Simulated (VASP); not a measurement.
Set up this calculation in VASP 6.6.1, as the native input.

```yaml
Task: single point
Functional: PBE
Potentials_or_basis: VASP PAW PBE potentials, release 64 (Si, C)
Cutoff: 520 eV
k_mesh: 6 × 6 × 4
Occupations: gaussian, width 0.1 eV
Spin: collinear spin
Starting_moments: "[0.0, 0.0, 0.0, 0.0, 1.0, 1.0] μB"
Dipole_correction: no
Further_INCAR_settings: ALGO = Normal; EDIFF = 1e-06; NBANDS = 25
```

The structure of Si2C lies in POSCAR:

```
Si2C
1.0
    1.4603144553     -4.8041653456      0.0000000000
    1.4603144553      4.8041653456      0.0000000000
    0.0000000000      0.0000000000      4.7546107035
Si C
4 2
Direct
    0.9682809756      0.0317190244      0.2500000000
    0.6892809550      0.3107190450      0.2500000000
    0.3107190450      0.6892809550      0.7500000000
    0.0317190244      0.9682809756      0.7500000000
    0.3232940604      0.6767059396      0.2500000000
    0.6767059396      0.3232940604      0.7500000000
```

The input as run:

INCAR

```
SYSTEM = Si2C
PREC = Accurate
ENCUT = 520
EDIFF = 1E-6
ISMEAR = 0
SIGMA = 0.1
LREAL = .FALSE.
LASPH = .TRUE.
NELM = 150
ALGO = Normal
ISIF = 2
LWAVE = .FALSE.
LCHARG = .FALSE.
ISPIN = 2
MAGMOM = 0 0 0 0 1 1
LORBIT = 11
GGA = PE
NBANDS = 25
```

KPOINTS

```
Automatic mesh
0
G
  6 6 4
  0 0 0
```

Potentials or basis: VASP PAW PBE potentials, release 64 (Si, C).

The run is started by

```bash
$ cat potpaw_PBE.64/Si/POTCAR potpaw_PBE.64/C/POTCAR > POTCAR
$ mpirun -np 1 vasp_std > vasp.out
```

Results of the run:

```json
{"Pressure": "0.1 GPa", "Largest force": "0.009 eV/Å", "Band gap on the k mesh": "zero (filled and empty bands overlap)", "Net moment": "0.00 μB per cell", "Valence electrons inside the program's atomic spheres": "Si 1.58, 1.55 (each value once); C 2.44"}
```

Caveat: the k points lie up to 0.37 Å⁻¹ apart, too coarse for converged energies and pressures of a metal.

It took 2.3 min on 1 thread of Intel(R) Xeon(R) Platinum 8375C CPU @ 2.90GHz (Ice Lake) (shared host), peak memory 0.31 GiB.
